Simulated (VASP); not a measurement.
# Mg3Se (P4/mmm) in VASP: density of states with PBE

Aim: the density of states of Mg3Se with PBE.

Everything below comes from runs of VASP 6.6.1. Logs are shortened: lines on timing, memory, paths and dates and some standing lists are left out, and cuts for length are marked.

### Step 1. The cell of the first run

The typed cell holds 4 atoms: a = 4.459 Å, b = 4.459 Å, c = 4.465 Å, α = 90.00°, β = 90.00°, γ = 90.00°.

### Step 2. Density of states, PBE

Input file POSCAR:

```
Mg3Se
1.0
    4.4588678581      0.0000000000      0.0000000000
    0.0000000000      4.4588678581      0.0000000000
    0.0000000000      0.0000000000      4.4646734008
Mg Se
3 1
Direct
    0.0000000000      0.5000000000      0.0000000000
    0.5000000000      0.0000000000      0.0000000000
    0.5000000000      0.5000000000      0.5000000000
    0.0000000000      0.0000000000      0.5000000000
```

Input file INCAR.step1:

```
SYSTEM = Mg3Se
PREC = Accurate
ENCUT = 520
EDIFF = 1E-6
ISMEAR = 0
SIGMA = 0.1
LREAL = .FALSE.
LASPH = .TRUE.
NELM = 80
ALGO = Normal
ISIF = 2
LWAVE = .FALSE.
LCHARG = .TRUE.
GGA = PE
NBANDS = 14
```

Input file KPOINTS.step1:

```
Automatic mesh
0
G
  10 10 10
  0 0 0
```

Input file INCAR.step2:

```
SYSTEM = Mg3Se
PREC = Accurate
ENCUT = 520
EDIFF = 1E-6
ISMEAR = -5
SIGMA = 0.1
LREAL = .FALSE.
LASPH = .TRUE.
NELM = 80
ALGO = Normal
ISIF = 2
LWAVE = .FALSE.
LCHARG = .FALSE.
GGA = PE
LORBIT = 10
NEDOS = 1001
ICHARG = 11
```

Input file KPOINTS.step2:

```
Automatic mesh
0
G
  15 15 15
  0 0 0
```

Potentials or basis: VASP PAW PBE potentials, release 64 (Mg, Se).

The run is started by

```bash
$ cat potpaw_PBE.64/Mg/POTCAR potpaw_PBE.64/Se/POTCAR > POTCAR
$ cp INCAR.step1 INCAR
$ cp KPOINTS.step1 KPOINTS
$ mpirun -np 1 vasp_std > vasp.out
$ cp INCAR.step2 INCAR
$ cp KPOINTS.step2 KPOINTS
$ mpirun -np 1 vasp_std > vasp.out
```

OUTCAR:

```text
SYSTEM = Mg3Se
   PREC = Accurate
   ENCUT = 520
   EDIFF = 1E-6
   ISMEAR = -5
   LREAL = .FALSE.
   LASPH = .TRUE.
   NELM = 80
   ISIF = 2
   GGA = PE
   LORBIT = 10
   ICHARG = 11

 ion  position               nearest neighbor table
   1  0.000  0.500  0.000-   2 3.15   2 3.15   2 3.15   2 3.15   4 3.15   3 3.15   4 3.15   4 3.15
                             4 3.15   3 3.15   3 3.15   3 3.15
   2  0.500  0.000  0.000-   1 3.15   1 3.15   1 3.15   1 3.15   4 3.15   3 3.15   3 3.15   3 3.15
                             4 3.15   4 3.15   4 3.15   3 3.15
   3  0.500  0.500  0.500-   4 3.15   4 3.15   4 3.15   4 3.15   2 3.15   2 3.15   2 3.15   2 3.15
                             1 3.15   1 3.15   1 3.15   1 3.15
   4  0.000  0.000  0.500-   3 3.15   3 3.15   3 3.15   3 3.15   2 3.15   1 3.15   2 3.15   1 3.15
                             2 3.15   1 3.15   2 3.15   1 3.15

  LATTYP: Found a simple tetragonal cell.
 ALAT       =     4.4588678581
 C/A-ratio  =     1.0013020217

  Lattice vectors:

 A1 = (   4.4588678581,   0.0000000000,   0.0000000000)
 A2 = (   0.0000000000,   4.4588678581,   0.0000000000)
 A3 = (   0.0000000000,   0.0000000000,   4.4646734008)

Analysis of symmetry for initial positions (statically):
=====================================================================
 Subroutine PRICEL returns:
 Original cell was already a primitive cell.

 Routine SETGRP: Setting up the symmetry group for a
 simple tetragonal supercell.

 Subroutine GETGRP returns: Found 16 space group operations
 (whereof 16 operations were pure point group operations)
 out of a pool of 16 trial point group operations.

The static configuration has the point symmetry D_4h.

Analysis of symmetry for dynamics (positions and initial velocities):
=====================================================================
 Subroutine PRICEL returns:
 Original cell was already a primitive cell.

 Routine SETGRP: Setting up the symmetry group for a
 simple tetragonal supercell.

 Subroutine GETGRP returns: Found 16 space group operations
 (whereof 16 operations were pure point group operations)
 out of a pool of 16 trial point group operations.

The dynamic configuration has the point symmetry D_4h.

 Subroutine INISYM returns: Found 16 space group operations
 (whereof 16 operations are pure point group operations),
 and found     1 'primitive' translations

----------------------------------------------------------------------------------------

                                     Primitive cell

  volume of cell :      88.7644

  direct lattice vectors                    reciprocal lattice vectors
     4.458867858  0.000000000  0.000000000     0.224272177  0.000000000  0.000000000
     0.000000000  4.458867858  0.000000000     0.000000000  0.224272177  0.000000000
     0.000000000  0.000000000  4.464673401     0.000000000  0.000000000  0.223980549

  length of vectors
     4.458867858  4.458867858  4.464673401     0.224272177  0.224272177  0.223980549

  position of ions in fractional coordinates (direct lattice)
     0.000000000  0.500000000  0.000000000
     0.500000000  0.000000000  0.000000000
     0.500000000  0.500000000  0.500000000
     0.000000000  0.000000000  0.500000000

  ion indices of the primitive-cell ions
   primitive index   ion index
                 1           1
                 2           2
                 3           3
                 4           4

----------------------------------------------------------------------------------------

 KPOINTS: Automatic mesh

Automatic generation of k-mesh.
 Grid dimensions read from file:
 generate k-points for:   15   15   15

 Generating k-lattice:

  Cartesian coordinates                     Fractional coordinates (reciprocal lattice)
     0.014951478  0.000000000  0.000000000     0.066666667  0.000000000  0.000000000
     0.000000000  0.014951478  0.000000000     0.000000000  0.066666667  0.000000000
     0.000000000  0.000000000  0.014932037     0.000000000  0.000000000  0.066666667

  Length of vectors
     0.014951478  0.014951478  0.014932037

  Shift w.r.t. Gamma in fractional coordinates (k-lattice)
     0.000000000  0.000000000  0.000000000

 TETIRR: Found   5032 inequivalent tetrahedra from    20250

 Subroutine IBZKPT returns following result:
 ===========================================

 Found    288 irreducible k-points:

 Following reciprocal coordinates:
            Coordinates               Weight
  0.000000  0.000000  0.000000      1.000000
  0.066667  0.000000  0.000000      4.000000
  0.133333  0.000000  0.000000      4.000000
  0.200000  0.000000  0.000000      4.000000
  0.266667  0.000000  0.000000      4.000000
  0.333333  0.000000  0.000000      4.000000
[... 16 lines left out ...]
  0.266667  0.200000  0.000000      8.000000
  0.333333  0.200000  0.000000      8.000000
 [... further k-points ...]
   k-points           NKPTS =    288   k-points in BZ     NKDIM =    288   number of bands    NBANDS=     10
   number of dos      NEDOS =   1001   number of ions     NIONS =      4
   total plane-waves  NPLWV =  46656
   dimension x,y,z NGX =    36 NGY =   36 NGZ =   36
   dimension x,y,z NGXF=    72 NGYF=   72 NGZF=   72
   ions per type =               3   1
   NGX,Y,Z   is equivalent  to a cutoff of  13.42, 13.42, 13.40 a.u.
   NGXF,Y,Z  is equivalent  to a cutoff of  26.84, 26.84, 26.81 a.u.
 SYSTEM =  Mg3Se
   PREC   = accura    normal or accurate (medium, high low for compatibility)
   ISTART =      0    job   : 0-new  1-cont  2-samecut
   ICHARG =     11    charge: 1-file 2-atom 10-const
   ISPIN  =      1    spin polarized calculation?
   LNONCOLLINEAR =      F non collinear calculations
   LSORBIT =      F    spin-orbit coupling
   LASPH  =      T    aspherical Exc in radial PAW
   ENCUT  =  520.0 eV  38.22 Ry    6.18 a.u.   8.29  8.29  8.30*2*pi/ulx,y,z
   NELM   =     80;   NELMIN=  2; NELMDL=  0     # of ELM steps
   EDIFF  = 0.1E-05   stopping-criterion for ELM
   LREAL  =      F    real-space projection
   EDIFFG = 0.1E-04   stopping-criterion for IOM
   NSW    =      0    number of steps for IOM
   IBRION =     -1    ionic relax: 0-MD 1-quasi-New 2-CG
   NFREE  =      0    steps in history (QN), initial steepest desc. (CG)
   ISIF   =      2    stress and relaxation
   ISYM   =      2    0-nonsym 1-usesym 2-fastsym
   POTIM  = 0.5000    time-step for ionic-motion
   TEBEG  =    0.0;   TEEND  =   0.0 temperature during run
   PSTRESS=    0.0 pullay stress
   NELECT =      12.0000    total number of electrons
   NUPDOWN=      -1.0000    fix difference up-down
   EMIN   =  10.00;   EMAX   =-10.00  energy-range for DOS
   EFERMI =   0.00;   METHOD = LEGACY
   ISMEAR =    -5;   SIGMA  =   0.10  broadening in eV -4-tet -1-fermi 0-gaus
   EFERMI_NEDOS =   21; number of points for ismear=-14 and -15
   IALGO  =     38    algorithm
   IMIX   =      4    mixing-type and parameters
     AMIX     =   0.40;   BMIX     =  1.00
     AMIX_MAG =   1.60;   BMIX_MAG =  1.00
  volume/ion in A,a.u.               =      22.19       149.75
  Fermi-wavevector in a.u.,A,eV,Ry     =   0.840212  1.587771  9.605120  0.705956
  Thomas-Fermi vector in A             =   1.954557
   LORBIT       =     10    0 simple, 1 ext, 2 COOP (PROOUT), +10 PAW based schemes
   GGA     = PE    functional components
   LHFCALC =     F    Hartree Fock is set to
   AEXX    =    0.0000 exact exchange contribution
   IVDW    =     0    specifies the selected vdW correction
   LEPSILON=     F    determine dielectric tensor
   LRPA    =     F    only Hartree local field effects (RPA)
 non-spin polarized calculation
 Fermi weights with tetrahedron method with Bloechl corrections
  energy-cutoff  :      520.00
  volume of cell :       88.76
 maximum number of plane-waves:      2413
 NGX is ok and might be reduce to    36

 number of electron      12.0000000 magnetization

 Free energy of the ion-electron system (eV)
  ---------------------------------------------------
  ext. energy  EPLUGINS =         0.00000000
  ---------------------------------------------------
  free energy    TOTEN  =        -8.90622474 eV

  energy without entropy =       -8.90622474  energy(sigma->0) =       -8.90622474

 E-fermi :   3.7899     XC(G=0):  -8.9394

 val. band max:        3.8703828779   @ k =   0.3333   0.1333   0.4667
 cond. band min:       3.6601230433   @ k =   0.2000   0.2000   0.4000
 fundamental gap:     -0.2102598346
 Fermi energy:         3.7899100841

 k-point     1 :       0.0000    0.0000    0.0000
  band No.  band energies     occupation
      1     -10.0363      2.00000
      2      -1.0948      2.00000
      3       0.0952      2.00000
      4       0.1038      2.00000
      5       0.1038      2.00000
      6       4.2404      0.00000
      7       4.2539      0.00000
      8       6.6326      0.00000
      9       6.6407      0.00000
     10       6.6407      0.00000

 k-point     2 :       0.0667    0.0000    0.0000
  band No.  band energies     occupation
      1     -10.0283      2.00000
      2      -1.2073      2.00000
      3       0.1098      2.00000
      4       0.1184      2.00000
      5       0.1665      2.00000
      6       4.2738      0.00000
      7       4.3634      0.00000
      8       6.4129      0.00000
      9       6.5436      0.00000
     10       6.5525      0.00000

 k-point     3 :       0.1333    0.0000    0.0000
  band No.  band energies     occupation
      1     -10.0055      2.00000
      2      -1.4808      2.00000
      3       0.1521      2.00000
      4       0.1605      2.00000
      5       0.3175      2.00000
      6       4.3644      0.00000
      7       4.5871      0.00000
      8       6.0732      0.00000
      9       6.2978      0.00000
     10       6.3086      0.00000

 k-point     4 :       0.2000    0.0000    0.0000
  band No.  band energies     occupation
      1      -9.9712      2.00000
      2      -1.8152      2.00000
      3       0.2173      2.00000
      4       0.2255      2.00000
      5       0.5168      2.00000
      6       4.5115      0.00000
      7       4.5286      0.00000
      8       5.9557      0.00000
      9       5.9685      0.00000
     10       6.1802      0.00000
[... 222 lines left out ...]
 k-point    22 :       0.2000    0.2000    0.0000
  band No.  band energies     occupation
      1      -9.9101      2.00000
      2      -1.8831      2.00000
      3      -0.7308      2.00000
      4       0.3325      2.00000
      5       1.4416      2.00000
      6       3.6819      1.43377
      7       5.2488      0.00000
      8       5.5678      0.00000
      9       5.8316      0.00000
     10       7.3374      0.00000

 k-point    23 :       0.2667    0.2000    0.0000
  band No.  band energies     occupation
      1      -9.8722      2.00000
      2      -2.0311      2.00000
      3      -0.8346      2.00000
      4       0.4071      2.00000
      5       1.6848      2.00000
      6       3.2293      2.05703
      7       5.2947      0.00000
      8       5.6646      0.00000
      9       5.8659      0.00000
     10       7.2647      0.00000

 k-point    24 :       0.3333    0.2000    0.0000
  band No.  band energies     occupation
      1      -9.8351      2.00000
      2      -2.2233      2.00000
      3      -0.8043      2.00000
      4       0.4832      2.00000
      5       1.8520      2.00000
      6       2.8705      2.00000
      7       5.2170      0.00000
      8       5.4537      0.00000
      9       5.9657      0.00000
     10       7.5050      0.00000

 [... further k-points ...]

------------------------ aborting loop because EDIFF is reached ----------------------------------------

  FORCE on cell =-STRESS in cart. coord.  units (eV):
  Direction    XX          YY          ZZ          XY          YZ          ZX
  --------------------------------------------------------------------------------------
  -------------------------------------------------------------------------------------
  Total        0.0056491      0.0056491      0.0056761      0.0000000     -0.0000000      0.0000000
  in kB        0.1019644      0.1019644      0.1024516      0.0000000     -0.0000000      0.0000000
  external PRESSURE =       0.1021268 kB  Pullay stress =       0.0000000 kB

 VOLUME and BASIS-vectors are now :
 -----------------------------------------------------------------------------
  energy-cutoff  :      520.00
  volume of cell :       88.76
      direct lattice vectors                 reciprocal lattice vectors
     4.458867858  0.000000000  0.000000000     0.224272177  0.000000000  0.000000000
     0.000000000  4.458867858  0.000000000     0.000000000  0.224272177  0.000000000
     0.000000000  0.000000000  4.464673401     0.000000000  0.000000000  0.223980549

 POSITION                                       TOTAL-FORCE (eV/Angst)
 -----------------------------------------------------------------------------------
      0.00000      2.22943      0.00000         0.000000      0.000000      0.000000
      2.22943      0.00000      0.00000         0.000000      0.000000      0.000000
      2.22943      2.22943      2.23234         0.000000      0.000000      0.000000
      0.00000      0.00000      2.23234         0.000000      0.000000      0.000000
 -----------------------------------------------------------------------------------
    total drift:                                0.000000     -0.000000      0.000000

  FREE ENERGIE OF THE ION-ELECTRON SYSTEM (eV)
  ---------------------------------------------------
  free  energy   TOTEN  =        -8.9062247353 eV

  energy  without entropy=       -8.9062247353  energy(sigma->0) =       -8.90622474

 total charge

# of ion       s       p       d       tot
------------------------------------------
    1        0.221   0.101   0.015   0.337
    2        0.221   0.101   0.015   0.337
    3        0.220   0.101   0.015   0.336
    4        1.510   2.218   0.030   3.759
--------------------------------------------------
tot          2.172   2.521   0.076   4.768
```

It took 91 s on 1 thread of Intel Xeon 6975P-C (Granite Rapids), shared host; peak memory 0.44 GiB.

What came out:

```yaml
Valence_electrons_inside_the_program's_atomic_spheres: Mg 0.34; Se 3.76
```

Caveat: tetrahedron occupations give inexact forces and stress in metals.
